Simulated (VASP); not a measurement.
Here is a VASP 6.6.1 calculation.

File INCAR:

```
PREC     = Accurate       # precision mode
ENCUT    = 520            # plane-wave cutoff, eV
EDIFF    = 1E-6           # SCF threshold, eV
ISMEAR   = 0              # smearing method
SIGMA    = 0.02           # smearing width, eV
LREAL    = F              # projectors in reciprocal space
LASPH    = T              # aspherical terms in the spheres
NELM     = 100            # most SCF steps
ALGO     = Normal         # electronic algorithm
ISIF     = 2              # what is computed and relaxed
LWAVE    = F              # write WAVECAR
LCHARG   = T              # write CHGCAR
GGA      = PS             # functional
LELF     = T              # ELF
LVHAR    = T            
NBANDS   = 35             # bands
```

Contents of KPOINTS:

```
regular mesh
0
Gamma
  9 9 2
```

POSCAR

```
WSe2
1.0
    3.2705808386      0.0000000000      0.0000000000
   -1.6352904193      2.8324060913      0.0000000000
    0.0000000000      0.0000000000     23.9869951139
W Se
2 4
Direct
    0.6666666667      0.3333333333      0.1376221416
    0.3333333333      0.6666666667      0.8623778584
    0.3333333333      0.6666666667      0.2073407565
    0.6666666667      0.3333333333      0.9321940382
    0.3333333333      0.6666666667      0.0678059618
    0.6666666667      0.3333333333      0.7926592435
```

Potentials or basis: VASP PAW PBE potentials, release 64 (W_sv, Se).

The run is started by

```console
$ cat potpaw_PBE.64/W_sv/POTCAR potpaw_PBE.64/Se/POTCAR > POTCAR
$ mpirun -np 1 vasp_std > vasp.out
```

Task: Predict the largest force.

Result: 0.061 eV/Å.

Task: Estimate the band gap on the k mesh.

Result: 1.51 eV (least direct gap 1.64 eV).

Forces in eV/Å, atoms in the order of the input:
```
W    0.000  0.000  0.000
W    0.000  0.000  0.000
Se   0.000  0.000  0.061
Se   0.000  0.000  0.061
Se   0.000  0.000 -0.061
Se   0.000  0.000 -0.061
```

Caveat: there is no dipole correction, which matters where the two faces differ; the PAW data sets were made with another functional, which shifts forces and pressure a little; spin-orbit coupling is left out, which moves the levels of the heavy elements.
